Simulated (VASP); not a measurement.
# InAuC4N4 (P-43m) in VASP: notebook

InAuC4N4 is run at these levels: PBE; tasks: single point, relaxation of cell and atoms.

All numbers are computed with VASP 6.6.1; they aren't measurements. Logs are shortened: lines on timing, memory, paths and dates and some standing lists are left out, and cuts for length are marked.

## Step 1: The cell of the first run

Symmetry: P-43m, No. 215, cubic system. The conventional cell has a = 5.980 Å, b = 5.980 Å, c = 5.980 Å, α = 90.00°, β = 90.00°, γ = 90.00°. In (site symmetry -43m) has 4 C at 2.00 Å within 2.7 Å. Within 1.6 Å of C (site symmetry 3m) lie 1 N at 1.17 Å. Within 2.7 Å of Au (site symmetry -43m) lie 4 N at 2.01 Å. Within 1.6 Å of N (site symmetry 3m) lie 1 C at 1.17 Å.

## Step 2: Single point, PBE

File INCAR:

```
SYSTEM = InAuC4N4
PREC     = Accurate       ! precision mode
ENCUT    = 520            ! plane-wave cutoff, eV
EDIFF    = 1E-7           ! SCF threshold, eV
ISMEAR   = 0              ! smearing method
SIGMA    = 0.1            ! smearing width, eV
LREAL    = .FALSE.        ! projectors in reciprocal space
LASPH    = .TRUE.         ! aspherical terms in the spheres
NELM     = 100            ! most SCF steps
ALGO     = Normal         ! electronic algorithm
ISIF     = 2              ! what is computed and relaxed
LWAVE    = .FALSE.        ! write WAVECAR
LCHARG   = .FALSE.        ! write CHGCAR
GGA      = PE             ! functional
NBANDS   = 41             ! bands
```

File KPOINTS:

```
regular mesh
0
G
  4 4 4
  0 0 0
```

File POSCAR:

```
InAuC4N4
1.0
    5.9796167400      0.0000000000      0.0000000000
    0.0000000000      5.9796167400      0.0000000000
    0.0000000000      0.0000000000      5.9796167400
In C Au N
1 4 1 4
Direct
    0.0000000000      0.0000000000      0.0000000000
    0.1932026600      0.1932026600      0.1932026600
    0.1932026600      0.8067973400      0.8067973400
    0.8067973400      0.1932026600      0.8067973400
    0.8067973400      0.8067973400      0.1932026600
    0.5000000000      0.5000000000      0.5000000000
    0.3061697400      0.3061697400      0.3061697400
    0.3061697400      0.6938302600      0.6938302600
    0.6938302600      0.3061697400      0.6938302600
    0.6938302600      0.6938302600      0.3061697400
```

Potentials or basis: VASP PAW PBE potentials, release 64 (In_d, C, Au, N).

On the command line:

```console
$ cat potpaw_PBE.64/In_d/POTCAR potpaw_PBE.64/C/POTCAR potpaw_PBE.64/Au/POTCAR potpaw_PBE.64/N/POTCAR > POTCAR
$ mpirun -np 1 vasp_std > vasp.out
```

OUTCAR:

```text
SYSTEM = InAuC4N4
   PREC = Accurate
   ENCUT = 520
   EDIFF = 1E-7
   ISMEAR = 0
   LREAL = .FALSE.
   LASPH = .TRUE.
   NELM = 100
   ISIF = 2
   GGA = PE

 ion  position               nearest neighbor table
   1  0.000  0.000  0.000-   2 2.00   3 2.00   4 2.00   5 2.00
   2  0.193  0.193  0.193-   7 1.17   1 2.00
   3  0.193  0.807  0.807-   8 1.17   1 2.00
   4  0.807  0.193  0.807-   9 1.17   1 2.00
   5  0.807  0.807  0.193-  10 1.17   1 2.00
   6  0.500  0.500  0.500-   7 2.01   8 2.01   9 2.01  10 2.01
   7  0.306  0.306  0.306-   2 1.17   6 2.01
   8  0.306  0.694  0.694-   3 1.17   6 2.01
   9  0.694  0.306  0.694-   4 1.17   6 2.01
  10  0.694  0.694  0.306-   5 1.17   6 2.01

  LATTYP: Found a simple cubic cell.
 ALAT       =     5.9796167400

  Lattice vectors:

 A1 = (   5.9796167400,   0.0000000000,   0.0000000000)
 A2 = (   0.0000000000,   5.9796167400,   0.0000000000)
 A3 = (   0.0000000000,   0.0000000000,   5.9796167400)

Analysis of symmetry for initial positions (statically):
=====================================================================
 Subroutine PRICEL returns:
 Original cell was already a primitive cell.

 Routine SETGRP: Setting up the symmetry group for a
 simple cubic supercell.

 Subroutine GETGRP returns: Found 24 space group operations
 (whereof 24 operations were pure point group operations)
 out of a pool of 48 trial point group operations.

The static configuration has the point symmetry T_d .

Analysis of symmetry for dynamics (positions and initial velocities):
=====================================================================
 Subroutine PRICEL returns:
 Original cell was already a primitive cell.

 Routine SETGRP: Setting up the symmetry group for a
 simple cubic supercell.

 Subroutine GETGRP returns: Found 24 space group operations
 (whereof 24 operations were pure point group operations)
 out of a pool of 48 trial point group operations.

The dynamic configuration has the point symmetry T_d .

 Subroutine INISYM returns: Found 24 space group operations
 (whereof 24 operations are pure point group operations),
 and found     1 'primitive' translations

----------------------------------------------------------------------------------------

                                     Primitive cell

  volume of cell :     213.8061

  direct lattice vectors                    reciprocal lattice vectors
     5.979616740  0.000000000  0.000000000     0.167234798  0.000000000  0.000000000
     0.000000000  5.979616740  0.000000000     0.000000000  0.167234798  0.000000000
     0.000000000  0.000000000  5.979616740     0.000000000  0.000000000  0.167234798

  length of vectors
     5.979616740  5.979616740  5.979616740     0.167234798  0.167234798  0.167234798

  position of ions in fractional coordinates (direct lattice)
     0.000000000  0.000000000  0.000000000
     0.193202660  0.193202660  0.193202660
     0.193202660  0.806797340  0.806797340
     0.806797340  0.193202660  0.806797340
     0.806797340  0.806797340  0.193202660
     0.500000000  0.500000000  0.500000000
     0.306169740  0.306169740  0.306169740
     0.306169740  0.693830260  0.693830260
     0.693830260  0.306169740  0.693830260
     0.693830260  0.693830260  0.306169740

  ion indices of the primitive-cell ions
   primitive index   ion index
                 1           1
                 2           2
                 3           3
                 4           4
                 5           5
                 6           6
                 7           7
                 8           8
                 9           9
                10          10

----------------------------------------------------------------------------------------

 KPOINTS: regular mesh

Automatic generation of k-mesh.
 Grid dimensions read from file:
 generate k-points for:    4    4    4

 Generating k-lattice:

  Cartesian coordinates                     Fractional coordinates (reciprocal lattice)
     0.041808700  0.000000000  0.000000000     0.250000000  0.000000000  0.000000000
     0.000000000  0.041808700  0.000000000     0.000000000  0.250000000  0.000000000
     0.000000000  0.000000000  0.041808700     0.000000000  0.000000000  0.250000000

  Length of vectors
     0.041808700  0.041808700  0.041808700

  Shift w.r.t. Gamma in fractional coordinates (k-lattice)
     0.000000000  0.000000000  0.000000000

 Subroutine IBZKPT returns following result:
 ===========================================

 Found     10 irreducible k-points:

 Following reciprocal coordinates:
            Coordinates               Weight
  0.000000  0.000000  0.000000      1.000000
  0.250000  0.000000  0.000000      6.000000
  0.500000  0.000000  0.000000      3.000000
  0.250000  0.250000  0.000000     12.000000
  0.500000  0.250000  0.000000     12.000000
  0.500000  0.500000  0.000000      3.000000
  0.250000  0.250000  0.250000      8.000000
  0.500000  0.250000  0.250000     12.000000
  0.500000  0.500000  0.250000      6.000000
  0.500000  0.500000  0.500000      1.000000
   k-points           NKPTS =     10   k-points in BZ     NKDIM =     10   number of bands    NBANDS=     41
   number of dos      NEDOS =    301   number of ions     NIONS =     10
   total plane-waves  NPLWV = 110592
   dimension x,y,z NGX =    48 NGY =   48 NGZ =   48
   dimension x,y,z NGXF=    96 NGYF=   96 NGZF=   96
   ions per type =               1   4   1   4
   NGX,Y,Z   is equivalent  to a cutoff of  13.35, 13.35, 13.35 a.u.
   NGXF,Y,Z  is equivalent  to a cutoff of  26.69, 26.69, 26.69 a.u.
 SYSTEM =  InAuC4N4
   PREC   = accura    normal or accurate (medium, high low for compatibility)
   ISTART =      0    job   : 0-new  1-cont  2-samecut
   ICHARG =      2    charge: 1-file 2-atom 10-const
   ISPIN  =      1    spin polarized calculation?
   LNONCOLLINEAR =      F non collinear calculations
   LSORBIT =      F    spin-orbit coupling
   LASPH  =      T    aspherical Exc in radial PAW
   ENCUT  =  520.0 eV  38.22 Ry    6.18 a.u.  11.12 11.12 11.12*2*pi/ulx,y,z
   NELM   =    100;   NELMIN=  2; NELMDL= -5     # of ELM steps
   EDIFF  = 0.1E-06   stopping-criterion for ELM
   LREAL  =      F    real-space projection
   EDIFFG = 0.1E-05   stopping-criterion for IOM
   NSW    =      0    number of steps for IOM
   IBRION =     -1    ionic relax: 0-MD 1-quasi-New 2-CG
   NFREE  =      0    steps in history (QN), initial steepest desc. (CG)
   ISIF   =      2    stress and relaxation
   ISYM   =      2    0-nonsym 1-usesym 2-fastsym
   POTIM  = 0.5000    time-step for ionic-motion
   TEBEG  =    0.0;   TEEND  =   0.0 temperature during run
   PSTRESS=    0.0 pullay stress
   NELECT =      60.0000    total number of electrons
   NUPDOWN=      -1.0000    fix difference up-down
   EMIN   =  10.00;   EMAX   =-10.00  energy-range for DOS
   EFERMI =   0.00;   METHOD = LEGACY
   ISMEAR =     0;   SIGMA  =   0.10  broadening in eV -4-tet -1-fermi 0-gaus
   EFERMI_NEDOS =   21; number of points for ismear=-14 and -15
   IALGO  =     38    algorithm
   IMIX   =      4    mixing-type and parameters
     AMIX     =   0.40;   BMIX     =  1.00
     AMIX_MAG =   1.60;   BMIX_MAG =  1.00
  volume/ion in A,a.u.               =      21.38       144.28
  Fermi-wavevector in a.u.,A,eV,Ry     =   1.071812  2.025431 15.630110  1.148781
  Thomas-Fermi vector in A             =   2.207563
   LORBIT       =      0    0 simple, 1 ext, 2 COOP (PROOUT), +10 PAW based schemes
   GGA     = PE    functional components
   LHFCALC =     F    Hartree Fock is set to
   AEXX    =    0.0000 exact exchange contribution
   IVDW    =     0    specifies the selected vdW correction
   LEPSILON=     F    determine dielectric tensor
   LRPA    =     F    only Hartree local field effects (RPA)
 non-spin polarized calculation
 Gauss-broadening in eV      SIGMA  =   0.10
  energy-cutoff  :      520.00
  volume of cell :      213.81
 maximum number of plane-waves:      5832
 NGX is ok and might be reduce to    48
   NGX = 23   NGY = 23   NGZ = 23

 number of electron      60.0000003 magnetization

 Free energy of the ion-electron system (eV)
  ---------------------------------------------------
  ext. energy  EPLUGINS =         0.00000000
  ---------------------------------------------------
  free energy    TOTEN  =       -68.59400246 eV

  energy without entropy =      -68.59400246  energy(sigma->0) =      -68.59400246

 E-fermi :   0.0642     XC(G=0):  -7.2814

 val. band max:       -0.4414150231   @ k =   0.5000   0.5000   0.0000
 cond. band min:       3.1637557439   @ k =   0.5000   0.0000   0.0000
 fundamental gap:      3.6051707670
 Fermi energy:         0.0642062501

 k-point     1 :       0.0000    0.0000    0.0000
  band No.  band energies     occupation
      1     -17.9545      2.00000
      2     -17.8376      2.00000
      3     -17.8376      2.00000
      4     -17.8376      2.00000
      5     -14.8437      2.00000
      6     -14.8437      2.00000
[... 33 lines left out ...]
     40       6.6474      0.00000
     41       7.7212      0.00000

 k-point     2 :       0.2500    0.0000    0.0000
  band No.  band energies     occupation
      1     -17.9419      2.00000
      2     -17.8498      2.00000
      3     -17.8377      2.00000
      4     -17.8377      2.00000
      5     -14.8453      2.00000
      6     -14.8436      2.00000
[... 33 lines left out ...]
     40       6.7933      0.00000
     41       7.0468      0.00000

 k-point     3 :       0.5000    0.0000    0.0000
  band No.  band energies     occupation
      1     -17.9243      2.00000
      2     -17.8670      2.00000
      3     -17.8377      2.00000
      4     -17.8377      2.00000
      5     -14.8470      2.00000
      6     -14.8434      2.00000
[... 33 lines left out ...]
     40       5.7693      0.00000
     41       7.0217      0.00000

 k-point     4 :       0.2500    0.2500    0.0000
  band No.  band energies     occupation
      1     -17.9316      2.00000
      2     -17.8512      2.00000
      3     -17.8447      2.00000
      4     -17.8392      2.00000
      5     -14.8458      2.00000
      6     -14.8436      2.00000
[... 33 lines left out ...]
     40       6.8144      0.00000
     41       7.0110      0.00000

 k-point     5 :       0.5000    0.2500    0.0000
  band No.  band energies     occupation
      1     -17.9179      2.00000
      2     -17.8625      2.00000
      3     -17.8441      2.00000
      4     -17.8418      2.00000
      5     -14.8465      2.00000
      6     -14.8435      2.00000
[... 33 lines left out ...]
     40       6.1593      0.00000
     41       6.9051      0.00000

 k-point     6 :       0.5000    0.5000    0.0000
  band No.  band energies     occupation
      1     -17.9101      2.00000
      2     -17.8522      2.00000
      3     -17.8519      2.00000
      4     -17.8519      2.00000
      5     -14.8459      2.00000
      6     -14.8436      2.00000
[... 33 lines left out ...]
     40       6.7715      0.00000
     41       7.0811      0.00000

 k-point     7 :       0.2500    0.2500    0.2500
  band No.  band energies     occupation
      1     -17.9237      2.00000
      2     -17.8529      2.00000
      3     -17.8448      2.00000
      4     -17.8448      2.00000
      5     -14.8457      2.00000
      6     -14.8435      2.00000
[... 33 lines left out ...]
     40       6.5519      0.00000
     41       7.2884      0.00000

 k-point     8 :       0.5000    0.2500    0.2500
  band No.  band energies     occupation
      1     -17.9139      2.00000
      2     -17.8593      2.00000
      3     -17.8477      2.00000
      4     -17.8448      2.00000
      5     -14.8456      2.00000
      6     -14.8435      2.00000
[... 33 lines left out ...]
     40       6.4027      0.00000
     41       6.7729      0.00000

 k-point     9 :       0.5000    0.5000    0.2500
  band No.  band energies     occupation
      1     -17.9095      2.00000
      2     -17.8520      2.00000
      3     -17.8518      2.00000
      4     -17.8518      2.00000
      5     -14.8446      2.00000
      6     -14.8434      2.00000
[... 33 lines left out ...]
     40       6.8748      0.00000
     41       7.0232      0.00000

 k-point    10 :       0.5000    0.5000    0.5000
  band No.  band energies     occupation
      1     -17.9090      2.00000
      2     -17.8520      2.00000
      3     -17.8520      2.00000
      4     -17.8520      2.00000
      5     -14.8432      2.00000
      6     -14.8432      2.00000
[... 33 lines left out ...]
     40       6.9855      0.00000
     41       6.9855      0.00000

------------------------ aborting loop because EDIFF is reached ----------------------------------------

  FORCE on cell =-STRESS in cart. coord.  units (eV):
  Direction    XX          YY          ZZ          XY          YZ          ZX
  --------------------------------------------------------------------------------------
  -------------------------------------------------------------------------------------
  Total       12.2536427     12.2536427     12.2536427      0.0000000     -0.0000000     -0.0000000
  in kB       91.8239030     91.8239030     91.8239030      0.0000000     -0.0000000     -0.0000000
  external PRESSURE =      91.8239030 kB  Pullay stress =       0.0000000 kB

 VOLUME and BASIS-vectors are now :
 -----------------------------------------------------------------------------
  energy-cutoff  :      520.00
  volume of cell :      213.81
      direct lattice vectors                 reciprocal lattice vectors
     5.979616740  0.000000000  0.000000000     0.167234798  0.000000000  0.000000000
     0.000000000  5.979616740  0.000000000     0.000000000  0.167234798  0.000000000
     0.000000000  0.000000000  5.979616740     0.000000000  0.000000000  0.167234798

 POSITION                                       TOTAL-FORCE (eV/Angst)
 -----------------------------------------------------------------------------------
      0.00000      0.00000      0.00000         0.000000     -0.000000      0.000000
      1.15528      1.15528      1.15528         1.682559      1.682559      1.682559
      1.15528      4.82434      4.82434         1.682559     -1.682559     -1.682559
      4.82434      1.15528      4.82434        -1.682559      1.682559     -1.682559
      4.82434      4.82434      1.15528        -1.682559     -1.682559      1.682559
      2.98981      2.98981      2.98981         0.000000      0.000000      0.000000
      1.83078      1.83078      1.83078        -1.292670     -1.292670     -1.292670
      1.83078      4.14884      4.14884        -1.292670      1.292670      1.292670
      4.14884      1.83078      4.14884         1.292670     -1.292670      1.292670
      4.14884      4.14884      1.83078         1.292670      1.292670     -1.292670
 -----------------------------------------------------------------------------------
    total drift:                               -0.000000     -0.000000     -0.000000

  FREE ENERGIE OF THE ION-ELECTRON SYSTEM (eV)
  ---------------------------------------------------
  free  energy   TOTEN  =       -68.5940024587 eV

  energy  without entropy=      -68.5940024587  energy(sigma->0) =      -68.59400246
```

Wall time 69 s (1 thread of Intel Xeon 6975P-C (Granite Rapids), shared host); peak memory 0.37 GiB.

What came out:

| Item | Value |
| --- | --- |
| Free energy | -68.5940 eV |
| Pressure | 9.2 GPa |
| Largest force | 2.914 eV/Å |
| Band gap on the k mesh | 3.61 eV (least direct gap 3.63 eV) |

Forces in eV/Å, atoms in the order of the input:
```
In   0.000  0.000  0.000
C    1.683  1.683  1.683
C    1.683 -1.683 -1.683
C   -1.683  1.683 -1.683
C   -1.683 -1.683  1.683
Au   0.000  0.000  0.000
N   -1.293 -1.293 -1.293
N   -1.293  1.293  1.293
N    1.293 -1.293  1.293
N    1.293  1.293 -1.293
```

Levels at points of the mesh, in eV from the valence-band top:
| k point | band 28 | band 29 | band 30 | band 31 | band 32 | band 33 |
| --- | --- | --- | --- | --- | --- | --- |
| (0.00, 0.00, 0.00) | -0.37 | -0.37 | -0.37 | 3.90 | 3.90 | 3.90 |
| (0.50, 0.00, 0.00) | -0.20 | -0.03 | -0.03 | 3.61 | 3.61 | 3.98 |
| (0.50, 0.50, 0.00) | -0.23 | 0.00 | 0.00 | 3.72 | 3.72 | 3.96 |
| (0.50, 0.50, 0.50) | -0.26 | -0.26 | -0.26 | 4.05 | 4.05 | 4.05 |

Caveat: the cell stands under pressure; spin-orbit coupling is left out, which moves the levels of the heavy elements; forces of over 1 eV/Å act on the atoms, so gaps and moduli don't describe the material at rest. A k mesh can miss the band edges.

## Step 3: Single point, PBE

This run uses another cell than the first one, of 25.82 Å³/atom.

File INCAR:

```
  PREC = Accurate
  ENCUT = 520
  EDIFF = 1E-6
  ISMEAR = 0
  SIGMA = 0.1
  LREAL = F
  LASPH = T
  NELM = 60
  ALGO = Normal
  ISIF = 2
  LWAVE = F
  LCHARG = T
  GGA = PE
  LELF = T
  LVHAR = T
  NBANDS = 41
```

File KPOINTS:

```
Automatic mesh
0
Gamma
  4 4 4
```

File POSCAR:

```
InAuC4N4
1.0
    6.3673554169      0.0000000000      0.0000000000
    0.0000000000      6.3673554169      0.0000000000
    0.0000000000      0.0000000000      6.3673554169
In C Au N
1 4 1 4
Direct
    0.0000000000      0.0000000000      0.0000000000
    0.1958057159      0.1958057159      0.1958057159
    0.1958057159      0.8041942841      0.8041942841
    0.8041942841      0.1958057159      0.8041942841
    0.8041942841      0.8041942841      0.1958057159
    0.5000000000      0.5000000000      0.5000000000
    0.3012119809      0.3012119809      0.3012119809
    0.3012119809      0.6987880191      0.6987880191
    0.6987880191      0.3012119809      0.6987880191
    0.6987880191      0.6987880191      0.3012119809
```

Potentials or basis: VASP PAW PBE potentials, release 64 (In_d, C, Au, N).

On the command line:

```console
$ cat potpaw_PBE.64/In_d/POTCAR potpaw_PBE.64/C/POTCAR potpaw_PBE.64/Au/POTCAR potpaw_PBE.64/N/POTCAR > POTCAR
$ mpirun -np 1 vasp_std > vasp.out
```

Run time: 67 s. Hardware: 1 thread of Intel Xeon 6975P-C (Granite Rapids), shared host; peak memory 0.38 GiB.

It converged, with:

* Free energy: -70.0080 eV
* Pressure: 0.4 GPa
* Largest force: 0.406 eV/Å
* Band gap on the k mesh: 3.69 eV (least direct gap 3.72 eV)

Forces on the atoms (eV/Å):
```
In   0.000  0.000  0.000
C   -0.229 -0.229 -0.229
C   -0.229  0.229  0.229
C    0.229 -0.229  0.229
C    0.229  0.229 -0.229
Au   0.000  0.000  0.000
N    0.234  0.234  0.234
N    0.234 -0.234 -0.234
N   -0.234  0.234 -0.234
N   -0.234 -0.234  0.234
```

Levels at points of the mesh, in eV from the valence-band top:
| k point | band 27 | band 28 | band 29 | band 30 | band 31 | band 32 | band 33 | band 34 |
| --- | --- | --- | --- | --- | --- | --- | --- | --- |
| (0.00, 0.00, 0.00) | -1.18 | -0.18 | -0.18 | -0.18 | 3.82 | 3.82 | 3.82 | 4.08 |
| (0.50, 0.00, 0.00) | -1.13 | -0.13 | -0.01 | -0.01 | 3.71 | 3.71 | 3.94 | 4.47 |
| (0.50, 0.50, 0.00) | -1.12 | -0.14 | 0.00 | 0.00 | 3.84 | 3.84 | 3.87 | 4.31 |
| (0.50, 0.50, 0.50) | -1.15 | -0.12 | -0.12 | -0.12 | 3.99 | 3.99 | 3.99 | 4.34 |

Caveat: spin-orbit coupling is left out, which moves the levels of the heavy elements. A k mesh can miss the band edges.

[end of part 1 of 3]
